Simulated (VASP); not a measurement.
# VSi (Pm-3m) in VASP: a series of runs

Runs on VSi. Level: r2SCAN. Tasks: single point, relaxation of cell and atoms.

Program: VASP 6.6.1. These are calculated values, not measurements. Logs are shortened: lines on timing, memory, paths and dates and some standing lists are left out, and cuts for length are marked.

## (1) The cell of the first run

Symmetry: Pm-3m, No. 221, cubic system. Conventional cell: a = 2.951 Å, b = 2.951 Å, c = 2.951 Å, α = 90.00°, β = 90.00°, γ = 90.00°. Within 3.4 Å of V (site symmetry m-3m) lie 8 Si at 2.56 Å and 6 V at 2.95 Å. Within 3.4 Å of Si (site symmetry m-3m) lie 8 V at 2.56 Å and 6 Si at 2.95 Å.

## (2) Single point, r2SCAN

Input file POSCAR:

```
VSi
1.0
    2.9505096910      0.0000000000      0.0000000000
    0.0000000000      2.9505096910      0.0000000000
    0.0000000000      0.0000000000      2.9505096910
V Si
1 1
Direct
    0.5000000000      0.5000000000      0.5000000000
    0.0000000000      0.0000000000      0.0000000000
```

Input file INCAR.step1:

```
PREC = Accurate ; ENCUT = 520
ISMEAR = 0 ; SIGMA = 0.1
LREAL = False ; LASPH = True
NELM = 80 ; NBANDS = 16
GGA = PE ; ALGO = Normal
EDIFF = 1E-4 ; LWAVE = True
LCHARG = False
```

Input file INCAR.step2:

```
PREC = Accurate ; ENCUT = 520
EDIFF = 1E-6 ; ISMEAR = 0
SIGMA = 0.1 ; LREAL = False
LASPH = True ; NELM = 80
ALGO = Normal ; ISIF = 2
LWAVE = False ; LCHARG = False
METAGGA = R2SCAN ; LMIXTAU = True
NBANDS = 16 ; ISTART = 1
```

Input file KPOINTS:

```
Automatic mesh
0
Gamma
  8 8 8
```

Potentials or basis: VASP PAW PBE potentials, release 64 (V_sv, Si).

On the command line:

```sh
$ cat potpaw_PBE.64/V_sv/POTCAR potpaw_PBE.64/Si/POTCAR > POTCAR
$ cp INCAR.step1 INCAR
$ mpirun -np 1 vasp_std > vasp.out
$ cp INCAR.step2 INCAR
$ mpirun -np 1 vasp_std > vasp.out
```

OUTCAR:

```text
PREC = Accurate
   ENCUT = 520
   EDIFF = 1E-6
   ISMEAR = 0
   LREAL = False
   LASPH = True
   NELM = 80
   ISIF = 2
   METAGGA = R2SCAN
   ISTART = 1

 ion  position               nearest neighbor table
   1  0.500  0.500  0.500-   2 2.56   2 2.56   2 2.56   2 2.56   2 2.56   2 2.56   2 2.56   2 2.56

   2  0.000  0.000  0.000-   1 2.56   1 2.56   1 2.56   1 2.56   1 2.56   1 2.56   1 2.56   1 2.56

  LATTYP: Found a simple cubic cell.
 ALAT       =     2.9505096910

  Lattice vectors:

 A1 = (   2.9505096910,   0.0000000000,   0.0000000000)
 A2 = (   0.0000000000,   2.9505096910,   0.0000000000)
 A3 = (   0.0000000000,   0.0000000000,   2.9505096910)

Analysis of symmetry for initial positions (statically):
=====================================================================
 Subroutine PRICEL returns:
 Original cell was already a primitive cell.

 Routine SETGRP: Setting up the symmetry group for a
 simple cubic supercell.

 Subroutine GETGRP returns: Found 48 space group operations
 (whereof 48 operations were pure point group operations)
 out of a pool of 48 trial point group operations.

The static configuration has the point symmetry O_h .

Analysis of symmetry for dynamics (positions and initial velocities):
=====================================================================
 Subroutine PRICEL returns:
 Original cell was already a primitive cell.

 Routine SETGRP: Setting up the symmetry group for a
 simple cubic supercell.

 Subroutine GETGRP returns: Found 48 space group operations
 (whereof 48 operations were pure point group operations)
 out of a pool of 48 trial point group operations.

The dynamic configuration has the point symmetry O_h .

 Subroutine INISYM returns: Found 48 space group operations
 (whereof 48 operations are pure point group operations),
 and found     1 'primitive' translations

----------------------------------------------------------------------------------------

                                     Primitive cell

  volume of cell :      25.6857

  direct lattice vectors                    reciprocal lattice vectors
     2.950509691  0.000000000  0.000000000     0.338924493  0.000000000  0.000000000
     0.000000000  2.950509691  0.000000000     0.000000000  0.338924493  0.000000000
     0.000000000  0.000000000  2.950509691     0.000000000  0.000000000  0.338924493

  length of vectors
     2.950509691  2.950509691  2.950509691     0.338924493  0.338924493  0.338924493

  position of ions in fractional coordinates (direct lattice)
     0.500000000  0.500000000  0.500000000
     0.000000000  0.000000000  0.000000000

  ion indices of the primitive-cell ions
   primitive index   ion index
                 1           1
                 2           2

----------------------------------------------------------------------------------------

 KPOINTS: Automatic mesh

Automatic generation of k-mesh.
 Grid dimensions read from file:
 generate k-points for:    8    8    8

 Generating k-lattice:

  Cartesian coordinates                     Fractional coordinates (reciprocal lattice)
     0.042365562  0.000000000  0.000000000     0.125000000  0.000000000  0.000000000
     0.000000000  0.042365562  0.000000000     0.000000000  0.125000000  0.000000000
     0.000000000  0.000000000  0.042365562     0.000000000  0.000000000  0.125000000

  Length of vectors
     0.042365562  0.042365562  0.042365562

  Shift w.r.t. Gamma in fractional coordinates (k-lattice)
     0.000000000  0.000000000  0.000000000

 Subroutine IBZKPT returns following result:
 ===========================================

 Found     35 irreducible k-points:

 Following reciprocal coordinates:
            Coordinates               Weight
  0.000000  0.000000  0.000000      1.000000
  0.125000  0.000000  0.000000      6.000000
  0.250000  0.000000  0.000000      6.000000
  0.375000  0.000000  0.000000      6.000000
  0.500000  0.000000  0.000000      3.000000
  0.125000  0.125000  0.000000     12.000000
[... 16 lines left out ...]
  0.375000  0.375000  0.125000     24.000000
  0.500000  0.375000  0.125000     24.000000
 [... further k-points ...]
   k-points           NKPTS =     35   k-points in BZ     NKDIM =     35   number of bands    NBANDS=     16
   number of dos      NEDOS =    301   number of ions     NIONS =      2
   total plane-waves  NPLWV =  13824
   dimension x,y,z NGX =    24 NGY =   24 NGZ =   24
   dimension x,y,z NGXF=    48 NGYF=   48 NGZF=   48
   ions per type =               1   1
   NGX,Y,Z   is equivalent  to a cutoff of  13.52, 13.52, 13.52 a.u.
   NGXF,Y,Z  is equivalent  to a cutoff of  27.05, 27.05, 27.05 a.u.
 SYSTEM =  unknown system
   PREC   = accura    normal or accurate (medium, high low for compatibility)
   ISTART =      1    job   : 0-new  1-cont  2-samecut
   ICHARG =      0    charge: 1-file 2-atom 10-const
   ISPIN  =      1    spin polarized calculation?
   LNONCOLLINEAR =      F non collinear calculations
   LSORBIT =      F    spin-orbit coupling
   LASPH  =      T    aspherical Exc in radial PAW
   ENCUT  =  520.0 eV  38.22 Ry    6.18 a.u.   5.49  5.49  5.49*2*pi/ulx,y,z
   NELM   =     80;   NELMIN=  2; NELMDL=  0     # of ELM steps
   EDIFF  = 0.1E-05   stopping-criterion for ELM
   LREAL  =      F    real-space projection
   EDIFFG = 0.1E-04   stopping-criterion for IOM
   NSW    =      0    number of steps for IOM
   IBRION =     -1    ionic relax: 0-MD 1-quasi-New 2-CG
   NFREE  =      0    steps in history (QN), initial steepest desc. (CG)
   ISIF   =      2    stress and relaxation
   ISYM   =      2    0-nonsym 1-usesym 2-fastsym
   POTIM  = 0.5000    time-step for ionic-motion
   TEBEG  =    0.0;   TEEND  =   0.0 temperature during run
   PSTRESS=    0.0 pullay stress
   NELECT =      17.0000    total number of electrons
   NUPDOWN=      -1.0000    fix difference up-down
   EMIN   =  10.00;   EMAX   =-10.00  energy-range for DOS
   EFERMI =   0.00;   METHOD = LEGACY
   ISMEAR =     0;   SIGMA  =   0.10  broadening in eV -4-tet -1-fermi 0-gaus
   EFERMI_NEDOS =   21; number of points for ismear=-14 and -15
   IALGO  =     38    algorithm
   IMIX   =      4    mixing-type and parameters
     AMIX     =   0.40;   BMIX     =  1.00
     AMIX_MAG =   1.60;   BMIX_MAG =  1.00
  volume/ion in A,a.u.               =      12.84        86.67
  Fermi-wavevector in a.u.,A,eV,Ry     =   1.426683  2.696040 27.693622  2.035424
  Thomas-Fermi vector in A             =   2.546934
   LORBIT       =      0    0 simple, 1 ext, 2 COOP (PROOUT), +10 PAW based schemes
   METAGGA = R2SCAN    functional components
   LHFCALC =     F    Hartree Fock is set to
   AEXX    =    0.0000 exact exchange contribution
   IVDW    =     0    specifies the selected vdW correction
   LEPSILON=     F    determine dielectric tensor
   LRPA    =     F    only Hartree local field effects (RPA)
 non-spin polarized calculation
 Gauss-broadening in eV      SIGMA  =   0.10
  energy-cutoff  :      520.00
  volume of cell :       25.69
 maximum number of plane-waves:       739
 NGX is ok and might be reduce to    24
   NGX = 11   NGY = 11   NGZ = 11

 number of electron      17.0000009 magnetization

 Free energy of the ion-electron system (eV)
  ---------------------------------------------------
  ext. energy  EPLUGINS =         0.00000000
  ---------------------------------------------------
  free energy    TOTEN  =       -23.05525202 eV

  energy without entropy =      -23.04538655  energy(sigma->0) =      -23.05031928

 E-fermi :  11.0902     XC(G=0): -13.3974

 val. band max:       10.9937736736   @ k =   0.5000   0.2500   0.1250
 cond. band min:      11.1059367300   @ k =   0.2500   0.2500   0.2500
 fundamental gap:      0.1121630564
 Fermi energy:        11.0902072348

 k-point     1 :       0.0000    0.0000    0.0000
  band No.  band energies     occupation
      1     -55.4053      2.00000
      2     -28.0667      2.00000
      3     -28.0667      2.00000
      4     -28.0667      2.00000
      5      -1.8485      2.00000
      6       8.7218      2.00000
[... 8 lines left out ...]
     15      20.3767      0.00000
     16      23.8107      0.00000

 k-point     2 :       0.1250    0.0000    0.0000
  band No.  band energies     occupation
      1     -55.4020      2.00000
      2     -28.1014      2.00000
      3     -28.0636      2.00000
      4     -28.0636      2.00000
      5      -1.5565      2.00000
      6       8.3786      2.00000
[... 8 lines left out ...]
     15      21.2181      0.00000
     16      24.8011      0.00000

 k-point     3 :       0.2500    0.0000    0.0000
  band No.  band energies     occupation
      1     -55.3942      2.00000
      2     -28.1844      2.00000
      3     -28.0561      2.00000
      4     -28.0561      2.00000
      5      -0.7093      2.00000
      6       7.0282      2.00000
[... 8 lines left out ...]
     15      22.0439      0.00000
     16      25.7495      0.00000

 k-point     4 :       0.3750    0.0000    0.0000
  band No.  band energies     occupation
      1     -55.3863      2.00000
      2     -28.2665      2.00000
      3     -28.0486      2.00000
      4     -28.0486      2.00000
      5       0.5859      2.00000
      6       5.0254      2.00000
[... 8 lines left out ...]
     15      22.5025      0.00000
     16      23.1423      0.00000
[... 324 lines left out ...]
 k-point    22 :       0.5000    0.2500    0.1250
  band No.  band energies     occupation
      1     -55.3694      2.00000
      2     -28.2773      2.00000
      3     -28.1518      2.00000
      4     -28.0667      2.00000
      5       2.3932      2.00000
      6       5.0218      2.00000
[... 8 lines left out ...]
     15      21.5906      0.00000
     16      23.1600      0.00000

 k-point    23 :       0.3750    0.3750    0.1250
  band No.  band energies     occupation
      1     -55.3650      2.00000
      2     -28.2351      2.00000
      3     -28.2311      2.00000
      4     -28.0622      2.00000
      5       2.4540      2.00000
      6       6.6200      2.00000
[... 8 lines left out ...]
     15      22.6049      0.00000
     16      23.5697      0.00000

 k-point    24 :       0.5000    0.3750    0.1250
  band No.  band energies     occupation
      1     -55.3619      2.00000
      2     -28.2648      2.00000
      3     -28.2282      2.00000
      4     -28.0589      2.00000
      5       2.9607      2.00000
      6       6.0912      2.00000
[... 8 lines left out ...]
     15      22.6526      0.00000
     16      23.1026      0.00000

 [... further k-points ...]
[... 5 lines left out ...]
  --------------------------------------------------------------------------------------
  -------------------------------------------------------------------------------------
  Total        0.0994094      0.0994094      0.0994094      0.0000000      0.0000000     -0.0000000
  in kB        6.2007909      6.2007909      6.2007909      0.0000000      0.0000000     -0.0000000
  external PRESSURE =       6.2007909 kB  Pullay stress =       0.0000000 kB

 VOLUME and BASIS-vectors are now :
 -----------------------------------------------------------------------------
  energy-cutoff  :      520.00
  volume of cell :       25.69
      direct lattice vectors                 reciprocal lattice vectors
     2.950509691  0.000000000  0.000000000     0.338924493  0.000000000  0.000000000
     0.000000000  2.950509691  0.000000000     0.000000000  0.338924493  0.000000000
     0.000000000  0.000000000  2.950509691     0.000000000  0.000000000  0.338924493

 POSITION                                       TOTAL-FORCE (eV/Angst)
 -----------------------------------------------------------------------------------
      1.47525      1.47525      1.47525         0.000000      0.000000      0.000000
      0.00000      0.00000      0.00000         0.000000      0.000000      0.000000
 -----------------------------------------------------------------------------------
    total drift:                                0.000000     -0.000000     -0.000000

  FREE ENERGIE OF THE ION-ELECTRON SYSTEM (eV)
  ---------------------------------------------------
  free  energy   TOTEN  =       -23.0552520195 eV

  energy  without entropy=      -23.0453865473  energy(sigma->0) =      -23.05031928
```

It took 36 s on 1 thread of Intel Xeon 8259CL, shared host; peak memory 0.15 GiB.

Results:

- Free energy: -23.0553 eV
- Pressure: 0.6 GPa
- Band gap on the k mesh: zero (an odd number of electrons rules out a gap without spin polarisation)

Levels at points of the mesh, in eV from the Fermi level:
| k point | band 4 | band 5 | band 6 | band 7 | band 8 | band 9 | band 10 | band 11 | band 12 | band 13 |
| --- | --- | --- | --- | --- | --- | --- | --- | --- | --- | --- |
| (0.00, 0.00, 0.00) | -39.16 | -12.94 | -2.37 | -2.37 | 1.55 | 1.55 | 1.55 | 3.25 | 3.25 | 3.25 |
| (0.50, 0.00, 0.00) | -39.14 | -9.43 | -7.44 | -1.19 | -0.75 | -0.75 | 1.82 | 2.84 | 6.58 | 8.87 |
| (0.50, 0.50, 0.00) | -39.12 | -8.06 | -4.16 | -4.16 | -2.25 | 0.23 | 0.23 | 2.61 | 4.21 | 5.17 |
| (0.50, 0.50, 0.50) | -39.32 | -5.11 | -5.11 | -5.11 | -2.50 | 2.68 | 2.68 | 2.91 | 2.91 | 2.91 |

Caveat: the PAW data sets were made with another functional, which shifts forces and pressure a little.

## (3) Relaxation of cell and atoms, r2SCAN

This run uses another cell than the first one, of 10.44 Å³/atom.

Input file POSCAR:

```
VSi
1.0
    2.7535133844      0.0000000000      0.0000000000
    0.0000000000      2.7535133844      0.0000000000
    0.0000000000      0.0000000000      2.7535133844
V Si
1 1
Direct
    0.5000000000      0.5000000000      0.5000000000
    0.0000000000      0.0000000000      0.0000000000
```

Input file INCAR.step1:

```
PREC = Accurate
ENCUT = 600
ISMEAR = 0
SIGMA = 0.1
LREAL = False
LASPH = True
NELM = 60
GGA = PE
ALGO = Normal
EDIFF = 1E-4
LWAVE = True
LCHARG = False
```

Input file INCAR.step2:

```
PREC = Accurate
ENCUT = 600
EDIFF = 1E-6
ISMEAR = 0
SIGMA = 0.1
LREAL = False
LASPH = True
NELM = 60
ALGO = Normal
ISIF = 3
LWAVE = False
LCHARG = False
METAGGA = R2SCAN
LMIXTAU = True
IBRION = 2
NSW = 80
EDIFFG = -0.05
ISTART = 1
```

Input file KPOINTS:

```
regular mesh
0
Gamma
  8 8 8
```

Potentials or basis: VASP PAW PBE potentials, release 64 (V_sv, Si).

On the command line:

```sh
$ cat potpaw_PBE.64/V_sv/POTCAR potpaw_PBE.64/Si/POTCAR > POTCAR
$ cp INCAR.step1 INCAR
$ mpirun -np 1 vasp_std > vasp.out
$ cp INCAR.step2 INCAR
$ mpirun -np 1 vasp_std > vasp.out
```

Run time: 4.2 min. Hardware: 1 thread of Intel Xeon 8259CL, shared host; peak memory 0.16 GiB.

It converged, with:

```yaml
Free_energy: -23.0542 eV
Relaxed_volume: 12.90 Å³/atom
Relaxed_cell: a = 2.955 Å, b = 2.955 Å, c = 2.955 Å, α = 90.00°, β = 90.00°, γ = 90.00°
Space_group_after_relaxing_to_0.1_Å: Pm-3m (No. 221)
Energy_gained_by_relaxing: 359.4 meV/atom
Ionic_steps: 4
Pressure_after_relaxing: -0.2 GPa
Band_gap_on_the_k_mesh: zero (an odd number of electrons rules out a gap without spin polarisation)
```

The path:
| step | energy change (eV) | largest force (eV/Å) | pressure (GPa) | volume (Å³) |
| --- | --- | --- | --- | --- |
| 1 | 0.0000 | 0.0000 | 56.56 | 20.88 |
| 2 | 0.2159 | 0.0000 | -27.84 | 34.11 |
| 3 | -0.7174 | 0.0000 | -2.03 | 26.04 |
| 4 | -0.7189 | 0.0000 | -0.19 | 25.80 |

Final structure:
```xyz
2
Lattice="2.9549 0.0000 0.0000 0.0000 2.9549 0.0000 0.0000 0.0000 2.9549" Properties=species:S:1:pos:R:3 pbc="T T T"
V     1.4774    1.4774    1.4774
Si    0.0000    0.0000    0.0000
```

Levels at points of the mesh, in eV from the Fermi level:
```csv
k point,band 4,band 5,band 6,band 7,band 8,band 9,band 10,band 11,band 12
"(0.00, 0.00, 0.00)",-39.17,-12.91,-2.35,-2.35,1.54,1.54,1.54,3.24,3.24
"(0.50, 0.00, 0.00)",-39.14,-9.42,-7.42,-1.18,-0.75,-0.75,1.81,2.82,8.82
"(0.50, 0.50, 0.00)",-39.12,-8.05,-4.15,-4.15,-2.24,0.23,0.23,2.59,4.17
"(0.50, 0.50, 0.50)",-39.33,-5.09,-5.09,-5.09,-2.52,2.66,2.66,2.90,2.90
```

Caveat: the volume moved by over 15 % at a fixed basis, so the end points are rough; the PAW data sets were made with another functional, which shifts forces and pressure a little. Zero-point motion and thermal expansion aren't in these numbers.
